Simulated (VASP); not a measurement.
Input of a VASP 6.6.1 run:

The input INCAR:

```
SYSTEM = SnGe2
ALGO     = Normal         ! electronic algorithm
EDIFF    = 1E-6           ! SCF threshold, eV
EDIFFG   = -0.04          ! ionic threshold
ENCUT    = 600            ! plane-wave cutoff, eV
GGA      = PE             ! functional
IBRION   = 2              ! ionic algorithm
ISIF     = 3              ! what is computed and relaxed
ISMEAR   = 0              ! smearing method
LASPH    = .TRUE.         ! aspherical terms in the spheres
LCHARG   = .FALSE.        ! write CHGCAR
LREAL    = .FALSE.        ! projectors in reciprocal space
LWAVE    = .FALSE.        ! write WAVECAR
NELM     = 60             ! most SCF steps
NSW      = 90             ! ionic steps
PREC     = Accurate       ! precision mode
SIGMA    = 0.1            ! smearing width, eV
```

KPOINTS

```
k-points
0
G
  4 4 4
  0 0 0
```

POSCAR

```
SnGe2
1.0
    3.7459931600      0.0000000000      0.0000000000
    0.0000000000      3.7459931600      0.0000000000
    0.0000000000      0.0000000000      5.0804677100
Sn Ge
1 2
Direct
    0.5000000000      0.5000000000      0.0000000000
    0.0000000000      0.5000000000      0.5000000000
    0.5000000000      0.0000000000      0.5000000000
```

Potentials or basis: VASP PAW PBE potentials, release 64 (Sn_d, Ge_d).

Run with:

```console
$ cat potpaw_PBE.64/Sn_d/POTCAR potpaw_PBE.64/Ge_d/POTCAR > POTCAR
$ mpirun -np 1 vasp_std > vasp.out
```

Task: Predict the relaxed cell.

Result: a = 4.145 Å, b = 4.145 Å, c = 4.296 Å, α = 90.00°, β = 90.00°, γ = 90.00°.

Task: What does it give for the relaxed volume?

Result: 24.60 Å³/atom.

Task: Estimate the band gap on the k mesh.

Result: Zero (bands 21 and 22 overlap by 4.39 eV).

Step by step:
| step | energy change (eV) | largest force (eV/Å) | pressure (GPa) | volume (Å³) |
| --- | --- | --- | --- | --- |
| 1 | 0.0000 | 0.0000 | 1.36 | 71.29 |
| 2 | -0.0089 | 0.0000 | -0.22 | 73.39 |
| 3 | -0.0089 | 0.0000 | -0.02 | 73.28 |
| 4 | -0.0089 | 0.0000 | -0.08 | 73.35 |
| 5 | -0.0131 | 0.0000 | -0.08 | 73.57 |
| 6 | -0.0209 | 0.0000 | -0.27 | 74.08 |
| 7 | -0.0654 | 0.0000 | -0.72 | 75.02 |
| 8 | -0.2149 | 0.0000 | -2.03 | 76.52 |
| 9 | -0.0250 | 0.0000 | -2.13 | 77.88 |
| 10 | -0.2481 | 0.0000 | -2.26 | 77.04 |
| 11 | -0.2525 | 0.0000 | -2.27 | 77.17 |
| 12 | -0.2536 | 0.0000 | -2.28 | 77.15 |
| 13 | -0.2546 | 0.0000 | -2.22 | 77.12 |
| 14 | -0.2541 | 0.0000 | -2.13 | 77.05 |
| 15 | -0.2548 | 0.0000 | -2.26 | 77.10 |
| 16 | -0.2570 | 0.0000 | -2.09 | 76.94 |
| 17 | -0.2628 | 0.0000 | -1.66 | 76.47 |
| 18 | -0.2719 | 0.0000 | -1.24 | 75.53 |
| 19 | -0.2788 | 0.0000 | 0.09 | 73.68 |
| 20 | -0.2788 | 0.0000 | -0.03 | 73.79 |

Caveat: the k points lie up to 0.38 Å⁻¹ apart in the final cell, too coarse for converged energies and pressures of a metal; a cell axis changed by over 15 % at a fixed basis, so the end point is rough; spin-orbit coupling is left out, which moves the levels of the heavy elements.
